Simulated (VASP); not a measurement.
# PdPt2Se6 (P-3m1) in VASP: single point with PBE

Aim: the single point of PdPt2Se6 with PBE.

Program: VASP 6.6.1. These are calculated values, not measurements. Logs are shortened: lines on timing, memory, paths and dates and some standing lists are left out, and cuts for length are marked.

**1. The cell of the first run**

It takes space group P-3m1 (No. 164, trigonal). The conventional cell has a = 3.750 Å, b = 3.750 Å, c = 18.866 Å, α = 90.00°, β = 90.00°, γ = 120.00°. Within 3.3 Å of Pd (site symmetry -3m) lie 6 Se at 2.53 Å. Within 3.3 Å of Pt (site symmetry 3m) lie 6 Se at 2.53 Å. Within 3.3 Å of Se (site symmetry 3m) lie 3 Pd at 2.53 Å. Se (site symmetry 3m) has 3 Pt at 2.53 Å within 3.3 Å. Within 3.3 Å of Se (site symmetry 3m) lie 3 Pt at 2.53 Å.

**2. Single point, PBE**

Contents of INCAR:

```
SYSTEM = PdPt2Se6
PREC = Accurate ; ENCUT = 520
EDIFF = 1E-6 ; ISMEAR = 0
SIGMA = 0.1 ; LREAL = .FALSE.
LASPH = .TRUE. ; NELM = 60
ALGO = Normal ; ISIF = 2
LWAVE = .FALSE. ; LCHARG = .FALSE.
GGA = PE ; NBANDS = 43
```

Contents of KPOINTS:

```
Automatic mesh
0
G
  6 6 1
  0 0 0
```

Contents of POSCAR:

```
PdPt2Se6
1.0
    3.7500329000      0.0000000000      0.0000000000
   -1.8750165000      3.2476238000      0.0000000000
    0.0000000000      0.0000000000     18.8659000000
Pd Pt Se
1 2 6
Direct
    0.0000000000      0.0000000000      0.0000000000
    0.0000000000      0.0000000000      0.3290090000
    0.0000000000      0.0000000000      0.6709910000
    0.3333333000      0.6666667000      0.0690720000
    0.3333333000      0.6666667000      0.3983590000
    0.3333333000      0.6666667000      0.7402780000
    0.6666667000      0.3333333000      0.2597220000
    0.6666667000      0.3333333000      0.6016410000
    0.6666667000      0.3333333000      0.9309280000
```

Potentials or basis: VASP PAW PBE potentials, release 64 (Pd, Pt, Se).

The run is started by

```sh
> cat potpaw_PBE.64/Pd/POTCAR potpaw_PBE.64/Pt/POTCAR potpaw_PBE.64/Se/POTCAR > POTCAR
> mpirun -np 1 vasp_std > vasp.out
```

OUTCAR:

```text
SYSTEM = PdPt2Se6
   PREC = Accurate
   ENCUT = 520
   EDIFF = 1E-6
   ISMEAR = 0
   LREAL = .FALSE.
   LASPH = .TRUE.
   NELM = 60
   ISIF = 2
   GGA = PE

 ion  position               nearest neighbor table
   1  0.000  0.000  0.000-   4 2.53   9 2.53   9 2.53   4 2.53   9 2.53   4 2.53
   2  0.000  0.000  0.329-   7 2.53   7 2.53   7 2.53   5 2.53   5 2.53   5 2.53
   3  0.000  0.000  0.671-   6 2.53   6 2.53   6 2.53   8 2.53   8 2.53   8 2.53
   4  0.333  0.667  0.069-   1 2.53   1 2.53   1 2.53
   5  0.333  0.667  0.398-   2 2.53   2 2.53   2 2.53
   6  0.333  0.667  0.740-   3 2.53   3 2.53   3 2.53
   7  0.667  0.333  0.260-   2 2.53   2 2.53   2 2.53
   8  0.667  0.333  0.602-   3 2.53   3 2.53   3 2.53
   9  0.667  0.333  0.931-   1 2.53   1 2.53   1 2.53

  LATTYP: Found a hexagonal cell.
 ALAT       =     3.7500329000
 C/A-ratio  =     5.0308625292

  Lattice vectors:

 A1 = (   3.7500329000,   0.0000000000,   0.0000000000)
 A2 = (  -1.8750165000,   3.2476238000,   0.0000000000)
 A3 = (   0.0000000000,   0.0000000000,  18.8659000000)

Analysis of symmetry for initial positions (statically):
=====================================================================
 Subroutine PRICEL returns:
 Original cell was already a primitive cell.

 Routine SETGRP: Setting up the symmetry group for a
 hexagonal supercell.

 Subroutine GETGRP returns: Found 12 space group operations
 (whereof 12 operations were pure point group operations)
 out of a pool of 24 trial point group operations.

The static configuration has the point symmetry D_3d.

Analysis of symmetry for dynamics (positions and initial velocities):
=====================================================================
 Subroutine PRICEL returns:
 Original cell was already a primitive cell.

 Routine SETGRP: Setting up the symmetry group for a
 hexagonal supercell.

 Subroutine GETGRP returns: Found 12 space group operations
 (whereof 12 operations were pure point group operations)
 out of a pool of 24 trial point group operations.

The dynamic configuration has the point symmetry D_3d.

 Subroutine INISYM returns: Found 12 space group operations
 (whereof 12 operations are pure point group operations),
 and found     1 'primitive' translations

----------------------------------------------------------------------------------------

                                     Primitive cell

  volume of cell :     229.7621

  direct lattice vectors                    reciprocal lattice vectors
     3.750032900  0.000000000  0.000000000     0.266664327  0.153958723  0.000000000
    -1.875016500  3.247623800  0.000000000     0.000000000  0.307917438  0.000000000
     0.000000000  0.000000000 18.865900000     0.000000000  0.000000000  0.053005688

  length of vectors
     3.750032900  3.750032963 18.865900000     0.307917443  0.307917438  0.053005688

  position of ions in fractional coordinates (direct lattice)
     0.000000000  0.000000000  0.000000000
     0.000000000  0.000000000  0.329009000
     0.000000000  0.000000000  0.670991000
     0.333333300  0.666666700  0.069072000
     0.333333300  0.666666700  0.398359000
     0.333333300  0.666666700  0.740278000
     0.666666700  0.333333300  0.259722000
     0.666666700  0.333333300  0.601641000
     0.666666700  0.333333300  0.930928000

  ion indices of the primitive-cell ions
   primitive index   ion index
                 1           1
                 2           2
                 3           3
                 4           4
                 5           5
                 6           6
                 7           7
                 8           8
                 9           9

----------------------------------------------------------------------------------------

 KPOINTS: Automatic mesh

Automatic generation of k-mesh.
 Grid dimensions read from file:
 generate k-points for:    6    6    1

 Generating k-lattice:

  Cartesian coordinates                     Fractional coordinates (reciprocal lattice)
     0.044444055  0.025659787  0.000000000     0.166666667 -0.000000000  0.000000000
     0.000000000  0.051319573  0.000000000     0.000000000  0.166666667  0.000000000
     0.000000000  0.000000000  0.053005688     0.000000000  0.000000000  1.000000000

  Length of vectors
     0.051319574  0.051319573  0.053005688

  Shift w.r.t. Gamma in fractional coordinates (k-lattice)
     0.000000000  0.000000000  0.000000000

 Subroutine IBZKPT returns following result:
 ===========================================

 Found      7 irreducible k-points:

 Following reciprocal coordinates:
            Coordinates               Weight
  0.000000  0.000000  0.000000      1.000000
  0.166667  0.000000  0.000000      6.000000
  0.333333 -0.000000  0.000000      6.000000
  0.500000  0.000000  0.000000      3.000000
  0.166667  0.166667  0.000000      6.000000
  0.333333  0.166667  0.000000     12.000000
  0.333333  0.333333  0.000000      2.000000
   k-points           NKPTS =      7   k-points in BZ     NKDIM =      7   number of bands    NBANDS=     43
   number of dos      NEDOS =    301   number of ions     NIONS =      9
   total plane-waves  NPLWV = 109760
   dimension x,y,z NGX =    28 NGY =   28 NGZ =  140
   dimension x,y,z NGXF=    56 NGYF=   56 NGZF=  280
   ions per type =               1   2   6
   NGX,Y,Z   is equivalent  to a cutoff of  12.41, 12.41, 12.34 a.u.
   NGXF,Y,Z  is equivalent  to a cutoff of  24.83, 24.83, 24.67 a.u.
 SYSTEM =  PdPt2Se6
   PREC   = accura    normal or accurate (medium, high low for compatibility)
   ISTART =      0    job   : 0-new  1-cont  2-samecut
   ICHARG =      2    charge: 1-file 2-atom 10-const
   ISPIN  =      1    spin polarized calculation?
   LNONCOLLINEAR =      F non collinear calculations
   LSORBIT =      F    spin-orbit coupling
   LASPH  =      T    aspherical Exc in radial PAW
   ENCUT  =  520.0 eV  38.22 Ry    6.18 a.u.   6.97  6.97 35.08*2*pi/ulx,y,z
   NELM   =     60;   NELMIN=  2; NELMDL= -5     # of ELM steps
   EDIFF  = 0.1E-05   stopping-criterion for ELM
   LREAL  =      F    real-space projection
   EDIFFG = 0.1E-04   stopping-criterion for IOM
   NSW    =      0    number of steps for IOM
   IBRION =     -1    ionic relax: 0-MD 1-quasi-New 2-CG
   NFREE  =      0    steps in history (QN), initial steepest desc. (CG)
   ISIF   =      2    stress and relaxation
   ISYM   =      2    0-nonsym 1-usesym 2-fastsym
   POTIM  = 0.5000    time-step for ionic-motion
   TEBEG  =    0.0;   TEEND  =   0.0 temperature during run
   PSTRESS=    0.0 pullay stress
   NELECT =      66.0000    total number of electrons
   NUPDOWN=      -1.0000    fix difference up-down
   EMIN   =  10.00;   EMAX   =-10.00  energy-range for DOS
   EFERMI =   0.00;   METHOD = LEGACY
   ISMEAR =     0;   SIGMA  =   0.10  broadening in eV -4-tet -1-fermi 0-gaus
   EFERMI_NEDOS =   21; number of points for ismear=-14 and -15
   IALGO  =     38    algorithm
   IMIX   =      4    mixing-type and parameters
     AMIX     =   0.40;   BMIX     =  1.00
     AMIX_MAG =   1.60;   BMIX_MAG =  1.00
  volume/ion in A,a.u.               =      25.53       172.28
  Fermi-wavevector in a.u.,A,eV,Ry     =   1.080181  2.041247 15.875168  1.166792
  Thomas-Fermi vector in A             =   2.216166
   LORBIT       =      0    0 simple, 1 ext, 2 COOP (PROOUT), +10 PAW based schemes
   GGA     = PE    functional components
   LHFCALC =     F    Hartree Fock is set to
   AEXX    =    0.0000 exact exchange contribution
   IVDW    =     0    specifies the selected vdW correction
   LEPSILON=     F    determine dielectric tensor
   LRPA    =     F    only Hartree local field effects (RPA)
 non-spin polarized calculation
 Gauss-broadening in eV      SIGMA  =   0.10
  energy-cutoff  :      520.00
  volume of cell :      229.76
 maximum number of plane-waves:      6216
 NGX is ok and might be reduce to    28
   NGX = 13   NGY = 13   NGZ = 71

 number of electron      65.9999995 magnetization

 Free energy of the ion-electron system (eV)
  ---------------------------------------------------
  ext. energy  EPLUGINS =         0.00000000
  ---------------------------------------------------
  free energy    TOTEN  =       -41.58951798 eV

  energy without entropy =      -41.58951797  energy(sigma->0) =      -41.58951797

 E-fermi :   3.7818     XC(G=0):  -9.1821

 val. band max:        3.4064646067   @ k =   0.1667   0.0000   0.0000
 cond. band min:       4.1570699459   @ k =   0.3333  -0.0000   0.0000
 fundamental gap:      0.7506053392
 Fermi energy:         3.7817809040

 k-point     1 :       0.0000    0.0000    0.0000
  band No.  band energies     occupation
      1     -10.9513      2.00000
      2     -10.9264      2.00000
      3     -10.4631      2.00000
      4      -9.1975      2.00000
      5      -9.1645      2.00000
      6      -8.9555      2.00000
[... 35 lines left out ...]
     42       8.4688      0.00000
     43       8.6218      0.00000

 k-point     2 :       0.1667    0.0000    0.0000
  band No.  band energies     occupation
      1     -10.6720      2.00000
      2     -10.6478      2.00000
      3     -10.2222      2.00000
      4      -9.2161      2.00000
      5      -9.1852      2.00000
      6      -8.9564      2.00000
[... 35 lines left out ...]
     42       9.2972      0.00000
     43       9.6576      0.00000

 k-point     3 :       0.3333   -0.0000    0.0000
  band No.  band energies     occupation
      1      -9.9980      2.00000
      2      -9.9788      2.00000
      3      -9.6440      2.00000
      4      -9.2718      2.00000
      5      -9.2494      2.00000
      6      -8.9827      2.00000
[... 35 lines left out ...]
     42       8.8418      0.00000
     43       9.7467      0.00000

 k-point     4 :       0.5000    0.0000    0.0000
  band No.  band energies     occupation
      1      -9.5205      2.00000
      2      -9.5121      2.00000
      3      -9.3583      2.00000
      4      -9.3451      2.00000
      5      -9.1564      2.00000
      6      -9.1408      2.00000
[... 35 lines left out ...]
     42       8.5206      0.00000
     43       9.2382      0.00000

 k-point     5 :       0.1667    0.1667    0.0000
  band No.  band energies     occupation
      1     -10.1898      2.00000
      2     -10.1682      2.00000
      3      -9.8104      2.00000
      4      -9.2510      2.00000
      5      -9.2276      2.00000
      6      -8.9653      2.00000
[... 35 lines left out ...]
     42      10.0126      0.00000
     43      10.2159      0.00000

 k-point     6 :       0.3333    0.1667    0.0000
  band No.  band energies     occupation
      1      -9.5747      2.00000
      2      -9.5631      2.00000
      3      -9.3146      2.00000
      4      -9.3045      2.00000
      5      -9.2725      2.00000
      6      -9.0209      2.00000
[... 35 lines left out ...]
     42       9.3734      0.00000
     43      10.2247      0.00000

 k-point     7 :       0.3333    0.3333    0.0000
  band No.  band energies     occupation
      1      -9.3368      2.00000
      2      -9.3368      2.00000
      3      -9.3282      2.00000
      4      -9.3282      2.00000
      5      -9.0613      2.00000
      6      -9.0613      2.00000
[... 35 lines left out ...]
     42      10.0613      0.00000
     43      10.9231      0.00000

------------------------ aborting loop because EDIFF is reached ----------------------------------------

  FORCE on cell =-STRESS in cart. coord.  units (eV):
  Direction    XX          YY          ZZ          XY          YZ          ZX
  --------------------------------------------------------------------------------------
  -------------------------------------------------------------------------------------
  Total        0.0103544      0.0103544     -0.0754493     -0.0000000      0.0000000      0.0000000
  in kB        0.0722033      0.0722033     -0.5261235     -0.0000000      0.0000000      0.0000000
  external PRESSURE =      -0.1272390 kB  Pullay stress =       0.0000000 kB

 VOLUME and BASIS-vectors are now :
 -----------------------------------------------------------------------------
  energy-cutoff  :      520.00
  volume of cell :      229.76
      direct lattice vectors                 reciprocal lattice vectors
     3.750032900  0.000000000  0.000000000     0.266664327  0.153958723  0.000000000
    -1.875016500  3.247623800  0.000000000     0.000000000  0.307917438  0.000000000
     0.000000000  0.000000000 18.865900000     0.000000000  0.000000000  0.053005688

 POSITION                                       TOTAL-FORCE (eV/Angst)
 -----------------------------------------------------------------------------------
      0.00000      0.00000      0.00000        -0.000000      0.000000      0.000000
      0.00000      0.00000      6.20705        -0.000000      0.000000     -0.003793
      0.00000      0.00000     12.65885        -0.000000      0.000000      0.003793
     -0.00000      2.16508      1.30311        -0.000000      0.000000     -0.007968
     -0.00000      2.16508      7.51540        -0.000000      0.000000     -0.008753
     -0.00000      2.16508     13.96601        -0.000000      0.000000     -0.009075
      1.87502      1.08254      4.89989         0.000000     -0.000000      0.009075
      1.87502      1.08254     11.35050         0.000000     -0.000000      0.008753
      1.87502      1.08254     17.56279         0.000000     -0.000000      0.007968
 -----------------------------------------------------------------------------------
    total drift:                                0.000000     -0.000000      0.000000

  FREE ENERGIE OF THE ION-ELECTRON SYSTEM (eV)
  ---------------------------------------------------
  free  energy   TOTEN  =       -41.5895179821 eV

  energy  without entropy=      -41.5895179677  energy(sigma->0) =      -41.58951797
```

Wall time 42 s (1 thread of Intel Xeon 6975P-C (Granite Rapids), shared host); peak memory 0.35 GiB.

Results:

| Property | Result |
| --- | --- |
| Free energy | -41.5895 eV |
| Pressure | 0.0 GPa |
| Largest force | 0.009 eV/Å |
| Band gap on the k mesh | 0.75 eV, indirect (least direct gap 0.87 eV) |

Forces in eV/Å, atoms in the order of the input:
```
Pd   0.000  0.000  0.000
Pt   0.000  0.000 -0.004
Pt   0.000  0.000  0.004
Se   0.000  0.000 -0.008
Se   0.000  0.000 -0.009
Se   0.000  0.000 -0.009
Se   0.000  0.000  0.009
Se   0.000  0.000  0.009
Se   0.000  0.000  0.008
```

Caveat: spin-orbit coupling is left out, which moves the levels of the heavy elements; this functional lacks dispersion, which binds the layers, so the pressure and a relaxed spacing across them are unreliable.
